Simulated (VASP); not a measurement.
# Al8As8H: single point with PBE+D3(BJ)

System: Al8As8H, a slab with vacuum.

```xyz
17
Lattice="8.0104 0.0000 0.0000 0.0000 5.6642 0.0000 0.0000 0.0000 25.0078" Properties=species:S:1:pos:R:3 pbc="T T T"
Al    2.0026    2.8321    8.5000
Al    6.0078    2.8321    8.5000
Al    4.0052    0.0000   10.5026
Al    0.0000    0.0000   10.5026
Al    6.0078    2.7763   12.5325
Al    2.0026    2.9148   12.6649
Al   -0.1410   -0.3172   14.1774
Al    4.1462   -0.3172   14.1774
As    4.0052    1.4160    8.5000
As    0.0000    1.4160    8.5000
As    6.0078    4.2481   10.5026
As    2.0026    4.2481   10.5026
As    0.0321    1.4364   12.4990
As    3.9731    1.4364   12.4990
As    2.0026    4.2244   14.7683
As    6.0078    3.8097   14.7877
H     6.0078    0.6068   14.6971
```

```json
{"Program": "VASP 6.6.1", "Task": "single point", "Functional": "PBE", "Dispersion": "D3(BJ)", "Potentials or basis": "VASP PAW PBE potentials, release 64 (Al, As, H)", "Cutoff": "400 eV", "k mesh": "4 × 5 × 1", "Occupations": "gaussian, width 0.05 eV", "Spin": "collinear spin", "Starting moments": "[0.0, 0.0, 0.0, 0.0, 0.0, 0.0, 0.0, 0.0, 0.0, 0.0, 0.0, 0.0, 0.0, 0.0, 0.0, 0.0, 1.0] μB"}
```

```yaml
Largest_force: 1.670 eV/Å
Net_moment: 0.13 μB per cell
Valence_electrons_inside_the_program's_atomic_spheres: Al 0.75, 0.77, 0.74 (each value once); As 2.82, 2.88, 2.87, 2.89, 2.79, 2.77 (each value once); H 0.46
Dispersion_energy_per_atom: -0.217 eV
```

Forces in eV/Å, atoms in the order of the input:
```
Al   0.000 -1.012  1.328
Al   0.000 -1.059  1.239
Al  -0.122  0.373  0.067
Al   0.122  0.373  0.067
Al   0.000  0.007  0.005
Al   0.000  0.005  0.011
Al   0.004  0.013  0.013
Al  -0.004  0.013  0.013
As   0.031  0.333 -1.238
As  -0.031  0.333 -1.238
As   0.000  0.412 -0.137
As   0.000  0.247 -0.139
As   0.005 -0.004 -0.006
As  -0.005 -0.004 -0.006
As   0.000 -0.018  0.009
As   0.000 -0.011  0.008
H    0.000  0.001  0.004
```

Levels at points of the mesh, in eV from the Fermi level:
Spin up:
```csv
k point,band 30,band 31,band 32,band 33,band 34,band 35,band 36,band 37
"(0.00, 0.00, 0.00)",-0.70,-0.46,-0.38,-0.22,0.67,0.74,0.87,1.68
"(0.50, 0.00, 0.00)",-0.83,-0.73,-0.50,-0.16,0.92,0.96,1.80,1.83
```
Spin down:
```tsv
k point	band 29	band 30	band 31	band 32	band 33	band 34	band 35	band 36
(0.00, 0.00, 0.00)	-0.77	-0.69	-0.45	-0.37	-0.19	0.68	0.74	0.88
(0.50, 0.00, 0.00)	-1.48	-0.83	-0.70	-0.49	-0.12	0.92	0.97	1.80
```

It took 55 min on 1 thread of Oxide Virtual Turin-like Processor, on a shared host, peak memory 1.3 GiB.
